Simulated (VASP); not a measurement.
Set up this calculation in VASP 6.6.1, as the native input.

```yaml
Task: single point
Functional: PBEsol
Potentials_or_basis: VASP PAW PBE potentials, release 64 (Ag, Cl)
Cutoff: 520 eV
k_mesh: 10 × 10 × 10
Occupations: gaussian, width 0.03 eV
Spin: no spin polarisation
Dipole_correction: no
Further_INCAR_settings: ALGO = Normal; EDIFF = 1e-07; NBANDS = 26
```

The structure of AgCl lies in POSCAR:

```
AgCl
1.0
    2.0813870446     -5.5565952358      0.0000000000
    2.0813870446      5.5565952358      0.0000000000
    0.0000000000      0.0000000000      3.9240373500
Ag Cl
2 2
Direct
    0.3965554000      0.6034446000      0.7500000000
    0.6034446000      0.3965554000      0.2500000000
    0.8654487300      0.1345512700      0.2500000000
    0.1345512700      0.8654487300      0.7500000000
```

This cell differs from its parent crystal: strain +0.1125 x Voigt [1, 0, 0, 0, 0, 0].

These files were run (other wordings do the same):

INCAR

```
SYSTEM = AgCl
PREC = Accurate ; ENCUT = 520
EDIFF = 1E-7 ; ISMEAR = 0
SIGMA = 0.03 ; LREAL = .FALSE.
LASPH = .TRUE. ; NELM = 100
ALGO = Normal ; ISIF = 2
LWAVE = .FALSE. ; LCHARG = .FALSE.
GGA = PS ; NBANDS = 26
```

KPOINTS

```
Automatic mesh
0
G
  10 10 10
  0 0 0
```

Potentials or basis: VASP PAW PBE potentials, release 64 (Ag, Cl).

Command:

```bash
$ cat potpaw_PBE.64/Ag/POTCAR potpaw_PBE.64/Cl/POTCAR > POTCAR
$ mpirun -np 1 vasp_std > vasp.out
```

It gave:

```
Pressure               : -7.0 GPa
Largest force          : 0.099 eV/Å
Band gap on the k mesh : 0.31 eV, indirect (least direct gap 1.46 eV)
```

Caveat: the cell differs from its parent crystal (strain +0.1125 x Voigt [1, 0, 0, 0, 0, 0]); the PAW data sets were made with another functional, which shifts forces and pressure a little.

Wall time 7.9 min on 1 thread of Oxide Virtual Turin-like Processor, with other jobs on the host, peak memory 0.47 GiB.
